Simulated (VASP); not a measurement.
# PbS: single point with revPBE+D3(BJ)

The system is PbS.

```xyz
2
Lattice="0.0000 2.9257 2.9257 2.9257 0.0000 2.9257 2.9257 2.9257 0.0000" Properties=species:S:1:pos:R:3 pbc="T T T"
Pb    0.0000    0.0000    0.0000
S     2.9257    2.9257    2.9257
```

* Program: VASP 6.6.1
* Task: single point
* Functional: revPBE
* Dispersion: D3(BJ)
* Potentials or basis: VASP PAW PBE potentials, release 64 (Pb_d, S)
* Cutoff: 520 eV
* k mesh: 8 × 8 × 8
* Occupations: fermi-dirac, width 0.05 eV
* Spin: no spin polarisation

```
Pressure                   : 1.9 GPa
Band gap on the k mesh     : 0.27 eV
Dispersion energy per atom : -0.675 eV
```

Levels at points of the mesh, in eV from the valence-band top:
```
           k point  band 6  band 7  band 8  band 9  band 10  band 11  band 12  band 13  band 14  band 15
(0.00, 0.00, 0.00)  -14.03   -5.98   -2.45   -2.45    -2.45     5.32     5.32     5.32     6.59     6.59
(0.50, 0.00, 0.00)  -12.69   -9.13   -2.02   -2.02     0.00     0.27     1.85     1.85     8.76     9.98
(0.50, 0.50, 0.00)  -12.19   -7.30   -5.59   -3.77    -3.77     3.69     5.71     5.83     5.83    11.12
```

Run time: 28 s on 1 thread of Intel Xeon 6455B, on a shared host, peak memory 0.19 GiB.

Caveat: the PAW data sets were made with another functional, which shifts forces and pressure a little; spin-orbit coupling is left out, which moves the levels of the heavy elements. A k mesh can miss the band edges.
